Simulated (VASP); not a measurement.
Here is a VASP 6.6.1 calculation.

INCAR

```
SYSTEM = Al
PREC = Accurate ; ENCUT = 520
EDIFF = 1E-6 ; ISMEAR = 0
SIGMA = 0.1 ; LREAL = .False.
LASPH = .True. ; NELM = 80
ALGO = Fast ; ISIF = 2
LWAVE = .False. ; LCHARG = .False.
GGA = PE ; NBANDS = 8
```

Contents of KPOINTS:

```
Automatic mesh
0
Gamma
  18 18 18
  0 0 0
```

POSCAR

```
Al
1.0
    0.0000000000      2.0208879197      2.0208879197
    2.0208879197      0.0000000000      2.0208879197
    2.0208879197      2.0208879197      0.0000000000
Al
1
Direct
    0.0000000000      0.0000000000      0.0000000000
```

Potentials or basis: VASP PAW PBE potentials, release 64 (Al).

Launch:

```sh
$ cat potpaw_PBE.64/Al/POTCAR > POTCAR
$ mpirun -np 1 vasp_std > vasp.out
```

Predict the pressure.

-0.1 GPa.
